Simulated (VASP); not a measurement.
Set up this calculation in VASP 6.6.1, as the native input.

```
Task                   : single point
Functional             : PBE
Potentials or basis    : VASP PAW PBE potentials, release 64 (In_d, P)
Cutoff                 : 520 eV
k mesh                 : 11 × 11 × 11
Occupations            : fermi-dirac, width 0.03 eV
Spin                   : non-collinear spin, zero start, spin-orbit coupling
Starting moments       : [[0.0, 0.0, 0.0], [0.0, 0.0, 0.0]] μB
Dipole correction      : no
Further INCAR settings : ALGO = Normal; EDIFF = 1e-07; NBANDS = 30
```

The structure of InP lies in POSCAR:

```
InP
1.0
    0.0000000000      2.8550000000      2.8550000000
    2.8550000000      0.0000000000      2.8550000000
    2.8550000000      2.8550000000      0.0000000000
In P
1 1
Direct
    0.0000000000      0.0000000000      0.0000000000
    0.5000000000      0.5000000000      0.5000000000
```

One way to write it, as run:

INCAR

```
  ALGO = Normal
  EDIFF = 1E-7
  ENCUT = 520
  GGA = PE
  GGA_COMPAT = F
  ISIF = 2
  ISMEAR = -1
  LASPH = T
  LCHARG = F
  LORBIT = 11
  LORBMOM = T
  LREAL = F
  LSORBIT = T
  LWAVE = F
  MAGMOM = 0 0 0 0 0 0
  NBANDS = 30
  NELM = 150
  PREC = Accurate
  SIGMA = 0.03
```

KPOINTS

```
k-points
0
Gamma
  11 11 11
```

Potentials or basis: VASP PAW PBE potentials, release 64 (In_d, P).

Command:

```bash
$ cat potpaw_PBE.64/In_d/POTCAR potpaw_PBE.64/P/POTCAR > POTCAR
$ mpirun -np 1 vasp_ncl > vasp.out
```

Results of the run:

| Quantity | Value |
| --- | --- |
| Pressure | -5.4 GPa |
| Net moment | 0.00 μB per cell |
| Valence electrons inside the program's atomic spheres | In 11.25; P 2.43 |

Run time: 4.3 min on 1 thread of AMD EPYC 7R43 64-Core Processor (Zen 3), on a shared host, peak memory 0.31 GiB.
